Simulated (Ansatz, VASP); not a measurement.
# CdInS2: VASP beside Ansatz

File INCAR:

```
SYSTEM = CdInS2
PREC = Accurate
ENCUT = 520
EDIFF = 1E-6
ISMEAR = 0
SIGMA = 0.15
LREAL = .FALSE.
LASPH = .TRUE.
NELM = 80
ALGO = Normal
ISIF = 2
LWAVE = .FALSE.
LCHARG = .FALSE.
GGA = PE
NBANDS = 26
```

The input KPOINTS:

```
Automatic mesh
0
G
  15 15 8
  0 0 0
```

The input POSCAR:

```
CdInS2
1.0
    4.0672090903      0.0000000000      0.0000000000
   -2.0336045451      3.5223063947      0.0000000000
    0.0000000000      0.0000000000      7.1565203605
Cd In S
1 1 2
Direct
    0.0000000000      0.0000000000      0.0000000000
    0.0000000000      0.0000000000      0.5000000000
    0.6666666667      0.3333333333      0.7578554487
    0.3333333333      0.6666666667      0.2421445513
```

Input for Ansatz:

```yaml
crystal:
  lattice:
    - [4.0672090903, 0.0, 0.0]
    - [-2.0336045451, 3.5223063947, 0.0]
    - [0.0, 0.0, 7.1565203605]
  atoms:
    - { symbol: Cd, position: [0.0, 0.0, 0.0] }
    - { symbol: In, position: [0.0, 0.0, 0.5] }
    - { symbol: S, position: [0.6666666667, 0.3333333333, 0.7578554487] }
    - { symbol: S, position: [0.3333333333, 0.6666666667, 0.2421445513] }
basis:
  ecutwfc: 420
kpoints:
  mp_grid: { grid: [15, 15, 8] }
hamiltonian:
  xc: pbe
scf:
  occupations: { method: gaussian, width: 0.15 }
output:
  forces: true
  stress: true
  eigenvalues: true
```

Alike in both runs: task single point; functional PBE; k mesh 15 × 15 × 8; occupations gaussian, width 0.15 eV; no spin polarisation.

```csv
,VASP,Ansatz
version,VASP 6.6.1,Ansatz 0.2.0
potentials or method,"VASP PAW PBE potentials, release 64 (Cd, In_d, S), cutoff 520 eV","scalar-relativistic, plane waves, PAW"
valence electrons in the cell,37,45
```

Ansatz gave:

* gap on the k mesh at the Fermi level (eV): none
* pressure (GPa): -6.4
* traceless stress, the component that is largest in VASP (GPa): -0.98
* rms of the force components (eV/Å): 0.042

Question: What did VASP give for the same quantities?

Answer: gap on the k mesh at the Fermi level (eV): none; pressure (GPa): -6.4; traceless stress, the component that is largest in VASP (GPa): -0.96; rms of the force components (eV/Å): 0.035.

Atom by atom the forces differ by 0.006 eV/Å (rms over components). A gap of «none» marks a metal or a gap that the smearing closes. VASP's potentials hold 37 valence electrons a cell and Ansatz's 45, so a difference there can come from the potentials and not from the codes.
